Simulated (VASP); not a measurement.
## CuH2: single point with PBE

CuH2:

```
Cu H
1.0
     3.01027    0.00000    0.00000
    -1.50514    2.60697    0.00000
     0.00000    0.00000    2.42016
Cu H
1 2
Direct
  0.00000 0.00000 0.00000
  0.33333 0.66667 0.50000
  0.66667 0.33333 0.50000
```

* Program: VASP 6.6.1
* Task: single point
* Functional: PBE
* Potentials or basis: VASP PAW PBE potentials, release 64 (Cu, H)
* Cutoff: 520 eV
* k mesh: 18 × 18 × 18
* Occupations: gaussian, width 0.1 eV
* Spin: no spin polarisation

The pressure is 0.0 GPa and the band gap on the k mesh is zero (an odd number of electrons rules out a gap without spin polarisation).

Stress tensor (GPa, compression positive):
```
-0.13  0.00  0.00
 0.00 -0.13  0.00
 0.00  0.00  0.33
```

Levels at points of the mesh, in eV from the Fermi level:
| k point | band 2 | band 3 | band 4 | band 5 | band 6 | band 7 | band 8 | band 9 | band 10 | band 11 |
| --- | --- | --- | --- | --- | --- | --- | --- | --- | --- | --- |
| (0.00, 0.00, 0.00) | -4.75 | -3.74 | -3.74 | -2.77 | -2.77 | 3.09 | 10.79 | 11.19 | 11.19 | 13.50 |
| (0.50, 0.00, 0.00) | -7.42 | -4.79 | -3.03 | -2.95 | -2.83 | -1.82 | 4.68 | 5.65 | 15.37 | 20.47 |
| (0.00, 0.00, 0.50) | -4.94 | -3.83 | -3.83 | -3.39 | -3.39 | -0.01 | 5.28 | 13.00 | 16.31 | 16.31 |
| (0.50, 0.00, 0.50) | -4.07 | -4.00 | -2.82 | -2.47 | -2.35 | 0.04 | 1.91 | 5.20 | 6.39 | 13.03 |

Wall time 96 s on 1 thread of Intel Xeon 8259CL (shared host), peak memory 0.21 GiB.
